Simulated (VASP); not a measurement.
Here is a VASP 6.6.1 calculation.

Contents of POSCAR:

```
Ta2C
1.0
    2.8613513012      0.0000000000      0.0000000000
   -1.4306756506      2.4780029160      0.0000000000
    0.0000000000      0.0000000000      4.7446069870
Ta C
2 1
Direct
    0.3333333333      0.6666666667      0.2535635792
    0.6666666667      0.3333333333      0.7464364208
    0.0000000000      0.0000000000      0.0000000000
```

Contents of INCAR.step1:

```
ALGO = Normal
EDIFF = 1E-4
ENCUT = 520
GGA = PE
ISMEAR = 0
LASPH = T
LCHARG = F
LREAL = F
LWAVE = T
NBANDS = 20
NELM = 100
PREC = Accurate
SIGMA = 0.15
```

The input INCAR.step2:

```
ALGO = Normal
EDIFF = 1E-6
ENCUT = 520
ISIF = 2
ISMEAR = 0
ISTART = 1
LASPH = T
LCHARG = F
LMIXTAU = T
LREAL = F
LWAVE = F
METAGGA = R2SCAN
NBANDS = 20
NELM = 100
PREC = Accurate
SIGMA = 0.15
```

The input KPOINTS:

```
k-points
0
Gamma
  18 18 10
```

Potentials or basis: VASP PAW PBE potentials, release 64 (Ta_pv, C).

The run is started by

```bash
$ cat potpaw_PBE.64/Ta_pv/POTCAR potpaw_PBE.64/C/POTCAR > POTCAR
$ cp INCAR.step1 INCAR
$ mpirun -np 1 vasp_std > vasp.out
$ cp INCAR.step2 INCAR
$ mpirun -np 1 vasp_std > vasp.out
```

Q: Predict the band gap on the k mesh.

A: Zero (bands 13 and 14 overlap by 0.90 eV).

Q: Predict the pressure.

A: 92.6 GPa.

Stress tensor (GPa, compression positive):
```
99.43  0.00  0.00
 0.00 99.43  0.00
 0.00  0.00 78.86
```

Caveat: the cell differs from its parent crystal (strain -0.080 along x and y, -0.040 along z); the stress differs along the axes, from 79 to 99 GPa; the PAW data sets were made with another functional, which shifts forces and pressure a little; spin-orbit coupling is left out, which moves the levels of the heavy elements.
